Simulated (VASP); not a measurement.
# GdO (F-43m) in VASP: settings compared

Aim: see how the results for GdO move with the level of theory and the settings. Levels: PBEsol-based global hybrid with 25 % exact exchange, PBEsol. Tasks: single point.

Program: VASP 6.6.1. These are calculated values, not measurements. Logs are shortened: lines on timing, memory, paths and dates and some standing lists are left out, and cuts for length are marked.

### Step 1. The cell of the first run

Symmetry: F-43m, No. 216, cubic system. Conventional cell: a = 5.317 Å, b = 5.317 Å, c = 5.317 Å, α = 90.00°, β = 90.00°, γ = 90.00°. Gd (site symmetry -43m) has 4 O at 2.30 Å within 3.0 Å. Within 3.0 Å of O (site symmetry -43m) lie 4 Gd at 2.30 Å.

### Step 2. Single point, PBEsol-based global hybrid with 25 % exact exchange, collinear spin, ferromagnetic start

The input, POSCAR:

```
GdO
1.0
    0.0000000000      2.6586397869      2.6586397869
    2.6586397869      0.0000000000      2.6586397869
    2.6586397869      2.6586397869      0.0000000000
Gd O
1 1
Direct
    0.0000000000      0.0000000000      0.0000000000
    0.7500000000      0.7500000000      0.7500000000
```

The input, INCAR.step1:

```
PREC = Accurate
ENCUT = 520
EDIFF = 1E-5
ISMEAR = -1
SIGMA = 0.05
LREAL = False
LASPH = True
NELM = 150
ALGO = Normal
ISIF = 2
LWAVE = True
LCHARG = False
ISPIN = 2
MAGMOM = 7 0
LORBIT = 11
LMAXMIX = 6
NBANDS = 23
GGA = PE
```

The input, INCAR.step2:

```
PREC = Accurate
ENCUT = 520
EDIFF = 1E-6
ISMEAR = -1
SIGMA = 0.05
LREAL = False
LASPH = True
NELM = 150
ALGO = Normal
ISIF = 2
LWAVE = False
LCHARG = False
ISPIN = 2
MAGMOM = 7 0
LORBIT = 11
LMAXMIX = 6
GGA = PS
LHFCALC = True
AEXX = 0.25
PRECFOCK = Normal
NBANDS = 23
ISTART = 1
```

The input, KPOINTS:

```
regular mesh
0
Gamma
  5 5 5
```

Potentials or basis: VASP PAW PBE potentials, release 64 (Gd, O).

Started as:

```console
$ cat potpaw_PBE.64/Gd/POTCAR potpaw_PBE.64/O/POTCAR > POTCAR
$ cp INCAR.step1 INCAR
$ mpirun -np 1 vasp_std > vasp.out
$ cp INCAR.step2 INCAR
$ mpirun -np 1 vasp_std > vasp.out
```

OUTCAR:

```text
PREC = Accurate
   ENCUT = 520
   EDIFF = 1E-6
   ISMEAR = -1
   LREAL = False
   LASPH = True
   NELM = 150
   ISIF = 2
   ISPIN = 2
   LORBIT = 11
   GGA = PS
   LHFCALC = True
   AEXX = 0.25
   PRECFOCK = Normal
   ISTART = 1

 ion  position               nearest neighbor table
   1  0.000  0.000  0.000-   2 2.30   2 2.30   2 2.30   2 2.30
   2  0.750  0.750  0.750-   1 2.30   1 2.30   1 2.30   1 2.30

  LATTYP: Found a face centered cubic cell.
 ALAT       =     5.3172795738

  Lattice vectors:

 A1 = (   0.0000000000,   2.6586397869,   2.6586397869)
 A2 = (   2.6586397869,   0.0000000000,   2.6586397869)
 A3 = (   2.6586397869,   2.6586397869,   0.0000000000)

Analysis of symmetry for initial positions (statically):
=====================================================================
 Subroutine PRICEL returns:
 Original cell was already a primitive cell.

 Routine SETGRP: Setting up the symmetry group for a
 face centered cubic supercell.

 Subroutine GETGRP returns: Found 24 space group operations
 (whereof 24 operations were pure point group operations)
 out of a pool of 48 trial point group operations.

The static configuration has the point symmetry T_d .

Analysis of symmetry for dynamics (positions and initial velocities):
=====================================================================
 Subroutine PRICEL returns:
 Original cell was already a primitive cell.

 Routine SETGRP: Setting up the symmetry group for a
 face centered cubic supercell.

 Subroutine GETGRP returns: Found 24 space group operations
 (whereof 24 operations were pure point group operations)
 out of a pool of 48 trial point group operations.

The dynamic configuration has the point symmetry T_d .

Analysis of structural, dynamic, and magnetic symmetry:
=====================================================================
 Subroutine PRICEL returns:
 Original cell was already a primitive cell.

 Routine SETGRP: Setting up the symmetry group for a
 face centered cubic supercell.

 Subroutine GETGRP returns: Found 24 space group operations
 (whereof 24 operations were pure point group operations)
 out of a pool of 48 trial point group operations.

The overall configuration has the point symmetry T_d .

 Subroutine INISYM returns: Found 24 space group operations
[... 107 lines left out ...]
   GGA     = PS    functional components
   LHFCALC =     T    Hartree Fock is set to
   PRECFOCK=normal    Normal, Fast or Accurate (Low or Medium for compatibility)
   ENCUT4O =  -1.0   cutoff for four orbital integrals eV
   NKREDX  =     1    reduce k-point grid by
   NKREDY  =     1    reduce k-point grid by
   NKREDZ  =     1    reduce k-point grid by
   AEXX    =    0.2500 exact exchange contribution
   HFSCREEN=    0.0000 screening length (either q_TF or 0.3 A-1)
   HFSCREENC=   0.0000 screening length for correlation (either q_TF or 0.3 A-1)
   ENCUTFOCK=  -1.0 apply spherical cutoff to Coloumb kernel
   IVDW    =     0    specifies the selected vdW correction
   LEPSILON=     F    determine dielectric tensor
   LRPA    =     F    only Hartree local field effects (RPA)
 spin polarized calculation
  energy-cutoff  :      520.00
  volume of cell :       37.58
 maximum number of plane-waves:      1031
  NGX = 24; NGY = 24; NGZ = 24

 number of electron      24.0000006 magnetization       7.9851680

 Free energy of the ion-electron system (eV)
  ---------------------------------------------------
  ext. energy  EPLUGINS =         0.00000000
  ---------------------------------------------------
  free energy    TOTEN  =       -38.90591475 eV

  energy without entropy =      -38.90464886  energy(sigma->0) =      -38.90528181

 E-fermi :   3.8373     XC(G=0):  -8.2741

 val. band max:        3.7384621508   @ k =   0.4000   0.0000   0.0000
 cond. band min:       5.0515348136   @ k =   0.2000   0.0000   0.0000
 fundamental gap:      1.3130726628
 Fermi energy:         3.8372727379

 spin component 1

 k-point     1 :       0.0000    0.0000    0.0000
  band No.  band energies     occupation
      1     -45.1332      1.00000
      2     -21.0596      1.00000
      3     -21.0596      1.00000
      4     -21.0596      1.00000
      5     -18.2733      1.00000
      6      -4.7531      1.00000
[... 249 lines left out ...]
     22      14.2636      0.00000
     23      15.6939      0.00000
 Fermi energy:         3.8372727379

 spin component 2

 k-point     1 :       0.0000    0.0000    0.0000
  band No.  band energies     occupation
      1     -41.6356      1.00000
      2     -18.3882      1.00000
      3     -18.3882      1.00000
      4     -18.3882      1.00000
      5     -18.1010      1.00000
      6      -2.9904      1.00000
[... 249 lines left out ...]
     22      15.7791      0.00000
     23      17.2927      0.00000

------------------------ aborting loop because EDIFF is reached ----------------------------------------

  FORCE on cell =-STRESS in cart. coord.  units (eV):
  Direction    XX          YY          ZZ          XY          YZ          ZX
  --------------------------------------------------------------------------------------
  -------------------------------------------------------------------------------------
  Total        0.0208015      0.0208015      0.0208015     -0.0000000      0.0000000     -0.0000000
  in kB        0.8867408      0.8867408      0.8867408     -0.0000000      0.0000000     -0.0000000
  external PRESSURE =       0.8867408 kB  Pullay stress =       0.0000000 kB

 VOLUME and BASIS-vectors are now :
 -----------------------------------------------------------------------------
  energy-cutoff  :      520.00
  volume of cell :       37.58
      direct lattice vectors                 reciprocal lattice vectors
     0.000000000  2.658639787  2.658639787    -0.188066094  0.188066094  0.188066094
     2.658639787  0.000000000  2.658639787     0.188066094 -0.188066094  0.188066094
     2.658639787  2.658639787  0.000000000     0.188066094  0.188066094 -0.188066094

 POSITION                                       TOTAL-FORCE (eV/Angst)
 -----------------------------------------------------------------------------------
      0.00000      0.00000      0.00000        -0.000000      0.000000     -0.000000
      3.98796      3.98796      3.98796         0.000000      0.000000      0.000000
 -----------------------------------------------------------------------------------
    total drift:                               -0.000004     -0.000000     -0.000003

  FREE ENERGIE OF THE ION-ELECTRON SYSTEM (eV)
  ---------------------------------------------------
  free  energy   TOTEN  =       -38.9059147496 eV

  energy  without entropy=      -38.9046488626  energy(sigma->0) =      -38.90528181

 total charge

# of ion       s       p       d       f       tot
--------------------------------------------------
    1        2.032   5.659   0.493   6.980  15.164
    2        1.568   3.479   0.000   0.000   5.047
--------------------------------------------------
tot          3.599   9.139   0.493   6.980  20.211

 magnetization (x)

# of ion       s       p       d       f       tot
--------------------------------------------------
    1        0.008  -0.031   0.195   6.910   7.083
    2        0.007   0.012   0.000   0.000   0.019
--------------------------------------------------
tot          0.015  -0.018   0.195   6.910   7.102
```

OSZICAR.step1:

```text
N       E                     dE             d eps       ncg     rms          rms(c)
DAV:   1     0.156052011158E+03    0.15605E+03   -0.87259E+03  1333   0.549E+03
DAV:   2    -0.176965873923E+01   -0.15782E+03   -0.13613E+03  1335   0.477E+02
DAV:   3    -0.203109701940E+02   -0.18541E+02   -0.18131E+02  1355   0.117E+02
DAV:   4    -0.222168251063E+02   -0.19059E+01   -0.18896E+01  1733   0.257E+01
DAV:   5    -0.223227767950E+02   -0.10595E+00   -0.10584E+00  1384   0.661E+00    0.432E+01
DAV:   6    -0.252509733998E+02   -0.29282E+01   -0.22681E+01  1490   0.147E+02    0.874E+01
DAV:   7    -0.220062090419E+02    0.32448E+01   -0.45275E+00  1514   0.762E+01    0.356E+01
DAV:   8    -0.220436230274E+02   -0.37414E-01   -0.69173E-01  1539   0.867E+00    0.203E+01
DAV:   9    -0.220475479226E+02   -0.39249E-02   -0.11477E-01  1429   0.519E+00    0.106E+01
DAV:  10    -0.220337743202E+02    0.13774E-01   -0.19705E-01  1341   0.179E+01    0.343E+00
DAV:  11    -0.220362650000E+02   -0.24907E-02   -0.24111E-02  1564   0.663E+00    0.251E+00
DAV:  12    -0.220349926649E+02    0.12723E-02   -0.99722E-03  1378   0.417E+00    0.938E-01
DAV:  13    -0.220357528592E+02   -0.76019E-03   -0.75389E-03  1402   0.364E+00    0.123E+00
DAV:  14    -0.220355134891E+02    0.23937E-03   -0.63825E-03  1491   0.337E+00    0.332E-01
DAV:  15    -0.220356313179E+02   -0.11783E-03   -0.48701E-04  1632   0.718E-01    0.319E-01
DAV:  16    -0.220356017758E+02    0.29542E-04   -0.14055E-04  1570   0.383E-01    0.110E-01
DAV:  17    -0.220355914108E+02    0.10365E-04   -0.13056E-04  1133   0.530E-01    0.647E-02
DAV:  18    -0.220355923007E+02   -0.88996E-06   -0.19706E-05   953   0.214E-01
   1 F= -.22035592E+02 E0= -.22026828E+02  d E =-.175279E-01  mag=     7.6034
```

Run time: 87 min. Hardware: 1 thread of AMD EPYC 7R13 (Zen 3), shared host; peak memory 0.19 GiB.

Results:

```yaml
Free_energy: -38.9059 eV
Pressure: 0.1 GPa
Band_gap_on_the_k_mesh: zero (filled and empty bands overlap)
Net_moment: 7.99 μB per cell
Site_moments: Gd +7.08; O +0.02 μB
Valence_electrons_inside_the_program's_atomic_spheres: Gd 15.16; O 5.05
```

Caveat: the k points lie up to 0.41 Å⁻¹ apart; the PAW data sets were made with another functional, which shifts forces and pressure a little; spin-orbit coupling is left out, which moves the levels of the heavy elements; a cell with one magnetic atom can't hold antiferromagnetic order, which such compounds often take. The state reached can hang on the start; a lower one may exist.

### Step 3. Single point, PBEsol, collinear spin, ferromagnetic start

This run uses another cell than the first one, of 19.68 Å³/atom.

The input, INCAR:

```
SYSTEM = GdO
PREC = Accurate
ENCUT = 520
EDIFF = 1E-7
ISMEAR = -1
SIGMA = 0.05
LREAL = .FALSE.
LASPH = .TRUE.
NELM = 150
ALGO = Normal
ISIF = 2
LWAVE = .FALSE.
LCHARG = .TRUE.
ISPIN = 2
MAGMOM = 7 0
LORBIT = 11
LMAXMIX = 6
GGA = PS
LELF = .TRUE.
LVHAR = .TRUE.
NBANDS = 23
```

The input, KPOINTS:

```
Automatic mesh
0
G
  7 7 7
  0 0 0
```

The input, POSCAR:

```
GdO
1.0
    0.0000000000      2.7000000000      2.7000000000
    2.7000000000      0.0000000000      2.7000000000
    2.7000000000      2.7000000000      0.0000000000
Gd O
1 1
Direct
    0.0000000000      0.0000000000      0.0000000000
    0.7500000000      0.7500000000      0.7500000000
```

Potentials or basis: VASP PAW PBE potentials, release 64 (Gd, O).

Started as:

```console
$ cat potpaw_PBE.64/Gd/POTCAR potpaw_PBE.64/O/POTCAR > POTCAR
$ mpirun -np 1 vasp_std > vasp.out
```

Wall time 48 s (1 thread of Intel Xeon Platinum 8488C (Sapphire Rapids), shared host); peak memory 0.19 GiB.

It converged, with:

- Free energy: -22.6981 eV
- Pressure: -4.3 GPa
- Net moment: 7.50 μB per cell
- Site moments: Gd +6.86; O -0.03 μB
- Valence electrons inside the program's atomic spheres: Gd 15.20; O 4.97

Levels at points of the mesh, in eV from the Fermi level:
Spin up:
```csv
k point,band 12,band 13,band 14,band 15,band 16,band 17,band 18,band 19,band 20,band 21
"(0.00, 0.00, 0.00)",-4.69,-4.57,-4.57,-4.57,-2.21,2.50,2.50,4.50,4.50,4.50
```
Spin down:
| k point | band 4 | band 5 | band 6 | band 7 | band 8 | band 9 | band 10 | band 11 | band 12 | band 13 |
| --- | --- | --- | --- | --- | --- | --- | --- | --- | --- | --- |
| (0.00, 0.00, 0.00) | -20.44 | -19.36 | -5.62 | -5.62 | -5.62 | -1.54 | 0.41 | 0.41 | 0.41 | 0.60 |

Caveat: the cell stands under tension; the PAW data sets were made with another functional, which shifts forces and pressure a little; spin-orbit coupling is left out, which moves the levels of the heavy elements; a cell with one magnetic atom can't hold antiferromagnetic order, which such compounds often take; semilocal functionals describe open f shells poorly, which spoils levels, moments and volumes.

### Step 4. Single point, PBEsol, non-collinear spin, typed start, spin-orbit coupling

This run uses another cell than the first one, of 19.68 Å³/atom.

The input, INCAR:

```
  ALGO = Normal
  EDIFF = 1E-6
  ENCUT = 520
  GGA = PS
  GGA_COMPAT = F
  ISIF = 2
  ISMEAR = -1
  LASPH = T
  LCHARG = T
  LMAXMIX = 6
  LNONCOLLINEAR = T
  LORBIT = 11
  LORBMOM = T
  LREAL = F
  LSORBIT = T
  LVHAR = T
  LWAVE = F
  MAGMOM = 0 0 7 0 0 0
  NBANDS = 36
  NELM = 150
  PREC = Accurate
  SIGMA = 0.05
```

The input, KPOINTS:

```
k-points
0
Gamma
  7 7 7
```

POSCAR is that of step 3.

Started as:

```console
$ cat potpaw_PBE.64/Gd/POTCAR potpaw_PBE.64/O/POTCAR > POTCAR
$ mpirun -np 1 vasp_ncl > vasp.out
```

Run time: 6.5 min. Hardware: 1 thread of Intel Xeon Platinum 8488C (Sapphire Rapids), shared host; peak memory 0.39 GiB.

The run converged. Its results:

```
Free energy                                           : -23.3252 eV
Pressure                                              : -4.3 GPa
Net moment                                            : 7.43 μB per cell
Valence electrons inside the program's atomic spheres : Gd 15.23; O 4.97
```

Moments on the atoms (μB; x, y, z):
```
Gd   0.00  0.00  6.80
O    0.00  0.00 -0.03
```

Caveat: the cell stands under tension; the PAW data sets were made with another functional, which shifts forces and pressure a little; a cell with one magnetic atom can't hold antiferromagnetic order, which such compounds often take; semilocal functionals describe open f shells poorly, which spoils levels, moments and volumes. The state reached can hang on the start; a lower one may exist.

### Step 5. The runs side by side

```csv
level,spin,cell,k mesh,grid for exact exchange (PRECFOCK),share of exact exchange,gap on the mesh (eV),pressure (GPa),moment (μB)
PBEsol-based global hybrid with 25 % exact exchange,"collinear, ferromagnetic start","a = 3.760 Å, angles 60.0°, 2 atoms",5 × 5 × 5,Normal,0.25,none,0.1,7.99
PBEsol,"collinear, ferromagnetic start","a = 3.818 Å, angles 60.0°, 2 atoms",7 × 7 × 7,-,-,none,-4.3,7.50
PBEsol,"non-collinear, typed start, SOC","a = 3.818 Å, angles 60.0°, 2 atoms",7 × 7 × 7,-,-,-,-4.3,7.43
```

Alike in all rows: task single point; potentials or basis VASP PAW PBE potentials, release 64 (Gd, O); cutoff (eV) 520; smearing fermi-dirac 0.05 eV.

Caveats: some runs use coarse meshes; the PAW data sets were made with another functional, which shifts forces and pressure a little; a cell with one magnetic atom can't hold antiferromagnetic order, which such compounds often take; spin-orbit coupling is left out, which moves the levels of the heavy elements (at least some runs); the cell stands under tension (at least some runs); semilocal functionals describe open f shells poorly, which spoils levels, moments and volumes (at least some runs).

Total energies depend on the potentials used, so only differences within one code and one set of settings carry meaning.

The gap in the log of VASP goes by the Fermi energy; the results here count the filled bands.